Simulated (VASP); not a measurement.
Wanted: the native input for a VASP 6.6.1 run.

* Task: single point
* Functional: PBE
* Potentials or basis: VASP PAW PBE potentials, release 64 (Al, As)
* Cutoff: 500 eV
* k mesh: 8 × 8 × 8
* Occupations: gaussian, width 0.02 eV
* Spin: no spin polarisation
* Dipole correction: no
* Further INCAR settings: ALGO = Normal; EDIFF = 1e-06; NBANDS = 11

The structure of AlAs lies in POSCAR:

```
AlAs
1.0
    0.0000000000      2.9122506862      2.9122506862
    2.9122506862      0.0000000000      2.9122506862
    2.9122506862      2.9122506862      0.0000000000
Al As
1 1
Direct
    0.0000000000      0.0000000000      0.0000000000
    0.7500000000      0.7500000000      0.7500000000
```

This cell differs from its parent crystal: P replaced by As, lengths x 1.032, strained.

One way to write it, as run:

INCAR

```
  PREC = Accurate
  ENCUT = 500
  EDIFF = 1E-6
  ISMEAR = 0
  SIGMA = 0.02
  LREAL = F
  LASPH = T
  NELM = 120
  ALGO = Normal
  ISIF = 2
  LWAVE = F
  LCHARG = F
  GGA = PE
  NBANDS = 11
  GGA_COMPAT = F
```

KPOINTS

```
Automatic mesh
0
Gamma
  8 8 8
```

Potentials or basis: VASP PAW PBE potentials, release 64 (Al, As).

Launch:

```sh
$ cat potpaw_PBE.64/Al/POTCAR potpaw_PBE.64/As/POTCAR > POTCAR
$ mpirun -np 1 vasp_std > vasp.out
```

Results of the run:

* Pressure: -2.9 GPa
* Band gap on the k mesh: 1.40 eV, direct

Caveat: the cell differs from its parent crystal (P replaced by As, lengths x 1.032, strained).

Wall time 27 s on 1 thread of Intel Xeon 8259CL (shared host), peak memory 0.17 GiB.
